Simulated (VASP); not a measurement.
Runs of VASP 6.6.1 on BAs. The structure is that of space group F-43m (No. 216), or close to it. The cells are those of the table. 

```csv
level,cell,k mesh,gap on the mesh (eV),pressure (GPa)
r2SCAN,"a = 3.416 Å, angles 60.0°, 2 atoms",8 × 8 × 8,1.41,-3.7
PBE,"a = 3.366 Å, angles 60.0°, 2 atoms",8 × 8 × 8,1.18,(b)
r2SCAN,"a = 3.383 Å, angles 60.0°, 2 atoms",10 × 10 × 10,1.37,0.3
PBE,"a = 3.383 Å, angles 60.0°, 2 atoms",10 × 10 × 10,1.18,2.8
PBE,"a = 3.434 Å, angles 60.0°, 2 atoms",8 × 8 × 8,1.24,-3.1
r2SCAN,"a = 3.383 Å, angles 60.0°, 2 atoms",8 × 8 × 8,(a),0.3
r2SCAN,"a = 3.449 Å, angles 60.0°, 2 atoms",8 × 8 × 8,1.44,(c)
PBE,"a = 3.467 Å, angles 60.0°, 2 atoms",8 × 8 × 8,1.26,-6.3
```

Alike in all rows: task single point; potentials or basis VASP PAW PBE potentials, release 64 (B, As); no spin polarisation; cutoff (eV) 520; smearing gaussian 0.01 eV.

Q: Estimate the missing entries.

A: (a) 1.39; (b) 5.0; (c) -7.2.

Caveats: the PAW data sets were made with another functional, which shifts forces and pressure a little (some runs).

A k mesh can miss the band edges, and the runs leave out spin-orbit coupling on As.
